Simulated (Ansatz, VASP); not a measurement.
N: VASP beside Ansatz

```xyz
1
Lattice="1.8353 0.0000 0.0000 0.0000 1.8353 0.0000 0.0000 0.0000 1.8353" Properties=species:S:1:pos:R:3 pbc="T T T"
N     0.0000    0.0000    0.0000
```

Alike in both runs: functional PBEsol; k mesh 10 × 10 × 10; occupations gaussian, width 0.1 eV; no spin polarisation.

Ansatz relaxed the structure, and its values are those at the end. VASP's run is a single point on that final structure, the one shown.

|  | VASP | Ansatz |
| --- | --- | --- |
| version | VASP 6.6.1 | Ansatz 0.2.0 |
| potentials or method | VASP PAW PBE potentials, release 64 (N), cutoff 600 eV | scalar-relativistic, plane waves, PAW |
| valence electrons in the cell | 5 | 5 |

|  | VASP | Ansatz | Ansatz less VASP |
| --- | --- | --- | --- |
| gap on the k mesh at the Fermi level (eV) | none | none | - |
| pressure (GPa) | -1.3 | -0.5 | +0.84 |

VASP's potentials were made for PBE, not for PBEsol. A gap of «none» marks a metal or a gap that the smearing closes. With one functional, cell and mesh, what is left measures potentials, basis and numerics. Ansatz's warnings: near symmetry operations not taken.
